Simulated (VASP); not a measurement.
# PtSe2 (P-3m1) in VASP: a series of runs, part 2 of 2

VASP 6.6.1. The steps go on from the part before.

## (4) Single point, PBE, non-collinear spin, zero start, spin-orbit coupling

Input file INCAR:

```
PREC     = Accurate       # precision mode
ENCUT    = 520            # plane-wave cutoff, eV
EDIFF    = 1E-7           # SCF threshold, eV
ISMEAR   = 0              # smearing method
SIGMA    = 0.025          # smearing width, eV
LREAL    = F              # projectors in reciprocal space
LASPH    = T              # aspherical terms in the spheres
NELM     = 150            # most SCF steps
ALGO     = Normal         # electronic algorithm
ISIF     = 2              # what is computed and relaxed
LWAVE    = F              # write WAVECAR
LCHARG   = F              # write CHGCAR
LNONCOLLINEAR= T              # non-collinear magnetism
MAGMOM   = 0 0 0 0 0 0 0 0 0 # initial moments
LORBIT   = 11             # projections on sites
LSORBIT  = T              # spin-orbit coupling
GGA_COMPAT= F            
LORBMOM  = T            
LMAXMIX  = 4              # l up to which the mixer works
GGA      = PE             # functional
NBANDS   = 35             # bands
```

Input file KPOINTS:

```
regular mesh
0
Gamma
  8 8 4
```

Input file POSCAR:

```
PtSe2
1.0
    3.7492352056      0.0000000000      0.0000000000
   -1.8746176028      3.2469329328      0.0000000000
    0.0000000000      0.0000000000      6.5290296326
Pt Se
1 2
Direct
    0.0000000000      0.0000000000      0.0000000000
    0.3333333333      0.6666666667      0.2006362891
    0.6666666667      0.3333333333      0.7993637109
```

Potentials or basis: VASP PAW PBE potentials, release 64 (Pt, Se).

Started as:

```
$ cat potpaw_PBE.64/Pt/POTCAR potpaw_PBE.64/Se/POTCAR > POTCAR
$ mpirun -np 1 vasp_ncl > vasp.out
```

OUTCAR:

```text
PREC = Accurate
   ENCUT = 520
   EDIFF = 1E-7
   ISMEAR = 0
   LREAL = F
   LASPH = T
   NELM = 150
   ISIF = 2
   LNONCOLLINEAR = T
   LORBIT = 11
   LSORBIT = T
   GGA = PE

 ion  position               nearest neighbor table
   1  0.000  0.000  0.000-   2 2.53   3 2.53   2 2.53   3 2.53   3 2.53   2 2.53
   2  0.333  0.667  0.201-   1 2.53   1 2.53   1 2.53
   3  0.667  0.333  0.799-   1 2.53   1 2.53   1 2.53

  LATTYP: Found a hexagonal cell.
 ALAT       =     3.7492352056
 C/A-ratio  =     1.7414297249

  Lattice vectors:

 A1 = (   3.7492352056,   0.0000000000,   0.0000000000)
 A2 = (  -1.8746176028,   3.2469329328,   0.0000000000)
 A3 = (   0.0000000000,   0.0000000000,   6.5290296326)

Analysis of symmetry for initial positions (statically):
=====================================================================
 Subroutine PRICEL returns:
 Original cell was already a primitive cell.

 Routine SETGRP: Setting up the symmetry group for a
 hexagonal supercell.

 Subroutine GETGRP returns: Found 12 space group operations
 (whereof 12 operations were pure point group operations)
 out of a pool of 24 trial point group operations.

The static configuration has the point symmetry D_3d.

Analysis of symmetry for dynamics (positions and initial velocities):
=====================================================================
 Subroutine PRICEL returns:
 Original cell was already a primitive cell.

 Routine SETGRP: Setting up the symmetry group for a
 hexagonal supercell.

 Subroutine GETGRP returns: Found 12 space group operations
 (whereof 12 operations were pure point group operations)
 out of a pool of 24 trial point group operations.

The dynamic configuration has the point symmetry D_3d.

Analysis of structural, dynamic, and magnetic symmetry:
=====================================================================
 Subroutine PRICEL returns:
 Original cell was already a primitive cell.

 Routine SETGRP: Setting up the symmetry group for a
[... 1099 lines left out ...]
  3        -0.000   0.000  -0.000
 ----------------------------------------
           -0.000  -0.000  -0.000

 orbital moment (y)

 # of ion     p       d       tot
 ----------------------------------------
  1        -0.000   0.000  -0.000
  2        -0.000  -0.000  -0.000
  3        -0.000   0.000  -0.000
 ----------------------------------------
           -0.000   0.000  -0.000

 orbital moment (z)

 # of ion     p       d       tot
 ----------------------------------------
  1         0.000  -0.000  -0.000
  2         0.000   0.000   0.000
  3         0.000   0.000   0.000
 ----------------------------------------
            0.000  -0.000  -0.000

 Spin-Orbit-Coupling matrix elements

 Ion:    1  E_soc:     -0.7397102
 l=   1
     0.0000000    -0.0321117    -0.0335678
    -0.0321117     0.0000000    -0.0321117
    -0.0335678    -0.0321117     0.0000000
 l=   2
     0.0000000    -0.0200441     0.0000000    -0.0200441    -0.0676326
    -0.0200441     0.0000000    -0.0497252    -0.0248044    -0.0200441
     0.0000000    -0.0497252     0.0000000    -0.0497252     0.0000000
    -0.0200441    -0.0248044    -0.0497252     0.0000000    -0.0200441
    -0.0676326    -0.0200441     0.0000000    -0.0200441     0.0000000
 l=   3
     0.0000000     0.0000000     0.0000000     0.0000000     0.0000000     0.0000000     0.0000000
     0.0000000     0.0000000     0.0000000     0.0000000     0.0000000     0.0000000     0.0000000
     0.0000000     0.0000000     0.0000000     0.0000000     0.0000000     0.0000000     0.0000000
     0.0000000     0.0000000     0.0000000     0.0000000     0.0000000     0.0000000     0.0000000
[... 29 lines left out ...]
 l=   2
     0.0000000     0.0000009     0.0000000     0.0000009    -0.0000113
     0.0000009     0.0000000    -0.0000070    -0.0000017     0.0000009
     0.0000000    -0.0000070     0.0000000    -0.0000070     0.0000000
     0.0000009    -0.0000017    -0.0000070     0.0000000     0.0000009
    -0.0000113     0.0000009     0.0000000     0.0000009     0.0000000
 l=   3
     0.0000000     0.0000000     0.0000000     0.0000000     0.0000000     0.0000000     0.0000000
     0.0000000     0.0000000     0.0000000     0.0000000     0.0000000     0.0000000     0.0000000
     0.0000000     0.0000000     0.0000000     0.0000000     0.0000000     0.0000000     0.0000000
     0.0000000     0.0000000     0.0000000     0.0000000     0.0000000     0.0000000     0.0000000
     0.0000000     0.0000000     0.0000000     0.0000000     0.0000000     0.0000000     0.0000000
     0.0000000     0.0000000     0.0000000     0.0000000     0.0000000     0.0000000     0.0000000
     0.0000000     0.0000000     0.0000000     0.0000000     0.0000000     0.0000000     0.0000000

 total charge

# of ion       s       p       d       tot
------------------------------------------
    1        0.671   0.694   7.961   9.326
    2        1.478   2.240   0.055   3.773
    3        1.478   2.240   0.055   3.773
--------------------------------------------------
tot          3.627   5.174   8.070  16.872

 magnetization (x)

# of ion       s       p       d       tot
------------------------------------------
    1        0.000   0.000   0.000   0.000
    2       -0.000   0.000   0.000  -0.000
    3       -0.000  -0.000   0.000  -0.000
--------------------------------------------------
tot         -0.000  -0.000   0.000  -0.000

 magnetization (y)

# of ion       s       p       d       tot
------------------------------------------
    1        0.000   0.000   0.000   0.000
    2        0.000   0.000  -0.000   0.000
    3       -0.000   0.000  -0.000   0.000
--------------------------------------------------
tot          0.000   0.000  -0.000   0.000

 magnetization (z)

# of ion       s       p       d       tot
------------------------------------------
    1        0.000  -0.000  -0.000  -0.000
    2        0.000   0.000   0.000   0.000
    3        0.000   0.000   0.000   0.000
--------------------------------------------------
tot          0.000  -0.000  -0.000  -0.000
```

It took 2.5 min on 1 thread of Intel Xeon 6975P-C (Granite Rapids), shared host; peak memory 0.42 GiB.

Results:

```
Free energy                                           : -14.7044 eV
Pressure                                              : 0.1 GPa
Largest force                                         : 0.010 eV/Å
Net moment                                            : 0.00 μB per cell
Valence electrons inside the program's atomic spheres : Pt 9.33; Se 3.77
```

Forces in eV/Å, atoms in the order of the input:
```
Pt   0.000  0.000  0.000
Se   0.000  0.000  0.010
Se   0.000  0.000 -0.010
```

Moments on the atoms (μB; x, y, z):
```
Pt  0.00 0.00 0.00
Se  0.00 0.00 0.00
Se  0.00 0.00 0.00
```

Caveat: this functional lacks dispersion, which binds the layers, so the pressure and a relaxed spacing across them are unreliable.
